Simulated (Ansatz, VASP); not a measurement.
**One calculation of SnO, two programs**

```
Sn O
1.0
     3.79259    0.00000    0.00000
     0.00000    3.79259    0.00000
     0.00000    0.00000    4.61564
Sn O
2 2
Direct
  0.00000 0.50000 0.24724
  0.50000 0.00000 0.75276
  0.50000 0.50000 0.00000
  0.00000 0.00000 0.00000
```

Change from the starting cell: uniaxial_z strain -3.0%.

Alike in both runs: task single point; functional r2SCAN; k mesh 6 × 6 × 6; occupations fermi-dirac, width 0.02 eV; no spin polarisation.

|  | VASP | Ansatz |
| --- | --- | --- |
| version | VASP 6.6.1 | Ansatz 0.2.0 |
| potentials or method | VASP PAW PBE potentials, release 64 (Sn_d, O_h) | plane waves, PAW |
| plane-wave cutoff (eV) | 910 | 500 |
| valence electrons in the cell | 40 | 40 |

|  | VASP | Ansatz | Ansatz less VASP |
| --- | --- | --- | --- |
| rms of the force components (eV/Å) | 0.044 | 0.010 | -0.0346 |

VASP's potentials were made for PBE, not for r2SCAN. Atom by atom the forces differ by 0.054 eV/Å (rms over components). The functional is the same, so the differences come from potentials, cutoffs and numerics.

Noted on VASP's run: the cutoff is short for stress, so the pressure is rough.
